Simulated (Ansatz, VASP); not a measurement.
## Two plane-wave programs on Mg2Sn

INCAR

```
SYSTEM = Mg2Sn
ALGO     = Normal         ! electronic algorithm
EDIFF    = 1E-6           ! SCF threshold, eV
ENCUT    = 600            ! plane-wave cutoff, eV
GGA      = PE             ! functional
GGA_COMPAT= .FALSE.      
ISIF     = 2              ! what is computed and relaxed
ISMEAR   = 0              ! smearing method
LASPH    = .TRUE.         ! aspherical terms in the spheres
LCHARG   = .FALSE.        ! write CHGCAR
LREAL    = .FALSE.        ! projectors in reciprocal space
LWAVE    = .FALSE.        ! write WAVECAR
NBANDS   = 16             ! bands
NELM     = 120            ! most SCF steps
PREC     = Accurate       ! precision mode
SIGMA    = 0.1            ! smearing width, eV
```

Contents of KPOINTS:

```
k-points
0
G
  6 6 6
  0 0 0
```

Contents of POSCAR:

```
Mg2Sn
1.0
    0.0000000000      3.3801536900      3.3801536900
    3.3801536900      0.0000000000      3.3801536900
    3.3801536900      3.3801536900      0.0000000000
Mg Sn
2 1
Direct
    0.2500000000      0.2500000000      0.2500000000
    0.7500000000      0.7500000000      0.7500000000
    0.0000000000      0.0000000000      0.0000000000
```

Input for Ansatz:

```yaml
crystal:
  lattice:
    - [0.0, 3.38015369, 3.38015369]
    - [3.38015369, 0.0, 3.38015369]
    - [3.38015369, 3.38015369, 0.0]
  atoms:
    - { symbol: Mg, position: [0.25, 0.25, 0.25] }
    - { symbol: Mg, position: [0.75, 0.75, 0.75] }
    - { symbol: Sn, position: [0.0, 0.0, 0.0] }
basis:
  ecutwfc: 420
kpoints:
  mp_grid: { grid: [6, 6, 6] }
hamiltonian:
  xc: pbe
  pseudopotentials: { kind: paw, azcp: { folder: soft_1 } }
scf:
  occupations: { method: gaussian, width: 0.1 }
output:
  forces: true
  stress: true
  eigenvalues: true
```

Alike in both runs: task single point; functional PBE; k mesh 6 × 6 × 6; occupations gaussian, width 0.1 eV; no spin polarisation.

|  | VASP | Ansatz |
| --- | --- | --- |
| version | VASP 6.6.1 | Ansatz 0.2.0 |
| potentials or method | VASP PAW PBE potentials, release 64 (Mg, Sn_d), cutoff 600 eV | scalar-relativistic, plane waves, PAW |
| valence electrons in the cell | 18 | 34 |

```tsv
	VASP	Ansatz	Ansatz less VASP
gap on the k mesh at the Fermi level (eV)	none	none	-
pressure (GPa)	1.0	1.0	+0.08
```

A gap of «none» marks a metal or a gap that the smearing closes. With one functional, cell and mesh, what is left measures potentials, basis and numerics. VASP's potentials hold 18 valence electrons a cell and Ansatz's 34, so a difference there can come from the potentials and not from the codes.
